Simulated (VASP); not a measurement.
Here is a VASP 6.6.1 calculation.

Contents of INCAR:

```
PREC = Accurate
ENCUT = 520
EDIFF = 1E-6
ISMEAR = -1
SIGMA = 0.05
LREAL = False
LASPH = True
NELM = 60
ALGO = Normal
ISIF = 2
LWAVE = False
LCHARG = False
GGA = PE
NBANDS = 11
```

KPOINTS

```
Automatic mesh
0
Gamma
  9 9 9
```

POSCAR

```
Hf
1.0
    2.9709580381      0.0000000000      0.0000000000
    0.0000000000      2.9709580381      0.0000000000
    0.0000000000      0.0000000000      2.9709580381
Hf
1
Direct
    0.5000000000      0.5000000000      0.5000000000
```

Potentials or basis: VASP PAW PBE potentials, release 64 (Hf_pv).

Command:

```bash
$ cat potpaw_PBE.64/Hf_pv/POTCAR > POTCAR
$ mpirun -np 1 vasp_std > vasp.out
```

Problem. What does it give for the pressure?

Solution. -4.2 GPa.

Problem. Estimate the band gap on the k mesh.

Solution. Zero (band 5 reaches 4.08 eV, above the bottom of band 6 at 2.18 eV).

Caveat: spin-orbit coupling is left out, which moves the levels of the heavy elements.
